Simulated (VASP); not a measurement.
Wanted: the native input for a VASP 6.6.1 run.

| Item | Value |
| --- | --- |
| Task | single point |
| Functional | PBE |
| Potentials or basis | VASP PAW PBE potentials, release 64 (Li_sv, B) |
| Cutoff | 520 eV |
| k mesh | 2 × 2 × 2 |
| Occupations | fermi-dirac, width 0.15 eV |
| Spin | no spin polarisation |
| Dipole correction | no |
| Further INCAR settings | LREAL = Auto; ALGO = Normal; EDIFF = 1e-07; NBANDS = 40 |

The structure of Li16B (a cell with a defect) lies in POSCAR:

```
Li16B
1.0
    6.9800000000      0.0000000000      0.0000000000
    0.0000000000      6.9800000000      0.0000000000
    0.0000000000      0.0000000000      6.9800000000
Li B
16 1
Direct
   -0.0087392550     -0.0230085960      0.1589828080
    0.4790114613      0.1196275072     -0.0741117479
    0.0047707736      0.4492836676      0.0230659026
    0.0048710602      0.0039255014      0.6100286533
    0.2269770774      0.2273352436      0.2235816619
    0.4211891117      0.4703438395     -0.0370057307
    0.6110171920      0.0122636103      0.4370773639
    0.7568481375      0.2743123209      0.2088252149
   -0.0279226361      0.5539828080      0.3953581662
    0.3242693410      0.7600573066      0.3216475645
    0.1486532951      0.2749713467      0.6094555874
    0.6126647564      0.3914613181      0.5898424069
    0.6486962751      0.8292406877      0.1460028653
    0.8554011461      0.1953868195      0.8521489971
    0.1893696275      0.8872922636      0.8616332378
    0.7436676218      0.7212177650      0.8172922636
    0.1298137536      0.1536819484     -0.0967048711
```

The input as run:

INCAR

```
SYSTEM = Li16B
ALGO = Normal
EDIFF = 1E-7
ENCUT = 520
GGA = PE
ISIF = 2
ISMEAR = -1
LASPH = .True.
LCHARG = .False.
LREAL = Auto
LWAVE = .False.
NBANDS = 40
NELM = 60
PREC = Accurate
SIGMA = 0.15
```

KPOINTS

```
k-points
0
Gamma
  2 2 2
  0 0 0
```

Potentials or basis: VASP PAW PBE potentials, release 64 (Li_sv, B).

Launch:

```sh
$ cat potpaw_PBE.64/Li_sv/POTCAR potpaw_PBE.64/B/POTCAR > POTCAR
$ mpirun -np 1 vasp_std > vasp.out
```

It gave:

- Largest force: 2.046 eV/Å
- Band gap on the k mesh: zero (an odd number of electrons rules out a gap without spin polarisation)

Caveat: the k points lie up to 0.45 Å⁻¹ apart, too coarse for converged energies and pressures of a metal.

It took 5.8 min on 1 thread of Intel(R) Xeon(R) Platinum 8259CL CPU @ 2.50GHz (Skylake/Cascade Lake), on a shared host, peak memory 0.38 GiB.
